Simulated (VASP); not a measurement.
BN: single point with PBEsol

Crystal: BN.

```
CELL_PARAMETERS angstrom
0.00000 1.79559 1.79559
1.79559 0.00000 1.79559
1.79559 1.79559 0.00000
ATOMIC_POSITIONS crystal
B 0.00000 0.00000 0.00000
N 0.75000 0.75000 0.75000
```

```yaml
Program: VASP 6.6.1
Task: single point
Functional: PBEsol
Potentials_or_basis: VASP PAW PBE potentials, release 64 (B, N)
Cutoff: 600 eV
k_mesh: 12 × 12 × 12
Occupations: gaussian, width 0.05 eV
Spin: no spin polarisation
Dipole_correction: no
Further_INCAR_settings: ALGO = Normal; EDIFF = 1e-06; NBANDS = 11
```

The pressure is 5.1 GPa. The band gap on the k mesh is 4.30 eV, indirect (least direct gap 8.85 eV).

Levels at points of the mesh, in eV from the valence-band top:
```tsv
k point	band 1	band 2	band 3	band 4	band 5	band 6	band 7	band 8
(0.00, 0.00, 0.00)	-20.48	0.00	0.00	0.00	8.85	8.85	8.85	10.59
(0.50, 0.00, 0.00)	-16.12	-10.96	-1.99	-1.99	10.35	10.73	10.73	15.28
(0.50, 0.50, 0.00)	-14.71	-9.10	-5.04	-5.04	4.30	9.20	18.18	18.18
```

Run time: 5.2 s on 1 thread of Intel(R) Xeon(R) 6975P-C (Granite Rapids) (shared host), peak memory 0.12 GiB.

Caveat: the PAW data sets were made with another functional, which shifts forces and pressure a little. A k mesh can miss the band edges.
